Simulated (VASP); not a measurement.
A run of VASP 6.6.1 is set up as follows.

The input INCAR:

```
SYSTEM = Ag
PREC = Accurate ; ENCUT = 520
EDIFF = 1E-8 ; ISMEAR = -1
SIGMA = 0.15 ; LREAL = .False.
LASPH = .True. ; NELM = 100
ALGO = Normal ; ISIF = 2
LWAVE = .False. ; LCHARG = .False.
GGA = PE ; IBRION = 8
NSW = 1
```

File KPOINTS:

```
regular mesh
0
Gamma
  18 18 10
  0 0 0
```

POSCAR

```
Ag
1.0
    2.8025743057      0.0000000000      0.0000000000
   -1.4012871529      2.4271005448      0.0000000000
    0.0000000000      0.0000000000      4.5947465447
Ag
2
Direct
    0.3333333333      0.6666666667      0.2500000000
    0.6666666667      0.3333333333      0.7500000000
```

Potentials or basis: VASP PAW PBE potentials, release 64 (Ag).

Launch:

```bash
$ cat potpaw_PBE.64/Ag/POTCAR > POTCAR
$ mpirun -np 1 vasp_std > vasp.out
```

(1) What does it give for the highest phonon frequency at Γ?

Answers

(1) 218 cm⁻¹.

Caveat: the cell stands under pressure or tension, which shifts response properties.
